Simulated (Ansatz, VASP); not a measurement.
# YN: VASP beside Ansatz

File INCAR:

```
ALGO     = Normal         # electronic algorithm
EDIFF    = 1E-8           # SCF threshold, eV
ENCUT    = 520            # plane-wave cutoff, eV
GGA_COMPAT= False        
ISIF     = 2              # what is computed and relaxed
ISMEAR   = -1             # smearing method
LASPH    = True           # aspherical terms in the spheres
LCHARG   = False          # write CHGCAR
LEFG     = True         
LREAL    = False          # projectors in reciprocal space
LWAVE    = False          # write WAVECAR
NBANDS   = 15             # bands
NELM     = 120            # most SCF steps
PREC     = Accurate       # precision mode
SIGMA    = 0.03           # smearing width, eV
```

File KPOINTS:

```
k-points
0
Gamma
  9 9 9
```

File POSCAR:

```
YN
1.0
    0.0000000000      2.4138670027      2.4138670027
    2.4138670027      0.0000000000      2.4138670027
    2.4138670027      2.4138670027      0.0000000000
Y N
1 1
Direct
    0.0000000000      0.0000000000      0.0000000000
    0.5000000000      0.5000000000      0.5000000000
```

Input for Ansatz:

```yaml
crystal:
  lattice:
    - [0.0, 2.4138670027, 2.4138670027]
    - [2.4138670027, 0.0, 2.4138670027]
    - [2.4138670027, 2.4138670027, 0.0]
  atoms:
    - { symbol: "Y", position: [0.0, 0.0, 0.0] }
    - { symbol: "N", position: [0.5, 0.5, 0.5] }
kpoints:
  mp_grid: { grid: [9, 9, 9] }
scf:
  occupations: { method: fermi_dirac, width: 0.03 }
hamiltonian:
  xc: lda
  pseudopotentials: { kind: paw }
output:
  forces: true
  stress: true
  eigenvalues: true
  efg: { contact_densities: true }
```

Change from the starting cell: volume scaled by 0.97, PAW files.

Alike in both runs: task electric field gradients; functional LDA; k mesh 9 × 9 × 9; occupations fermi-dirac, width 0.03 eV; no spin polarisation.

|  | VASP | Ansatz |
| --- | --- | --- |
| version | VASP 6.6.1 | Ansatz 0.2.0 |
| potentials or method | VASP PAW LDA potentials, release 64 (Y_sv, N) | PAW with Ansatz's default frozen-core files, scalar-relativistic |
| plane-wave cutoff (eV) | 520 | 420 |
| valence electrons in the cell | 16 | 16 |

|  | VASP | Ansatz | Ansatz less VASP |
| --- | --- | --- | --- |
| pressure (GPa) | -0.7 | -0.8 | -0.17 |

LDA's correlation is that of Perdew and Zunger in VASP and of Perdew and Wang (1992) in Ansatz.
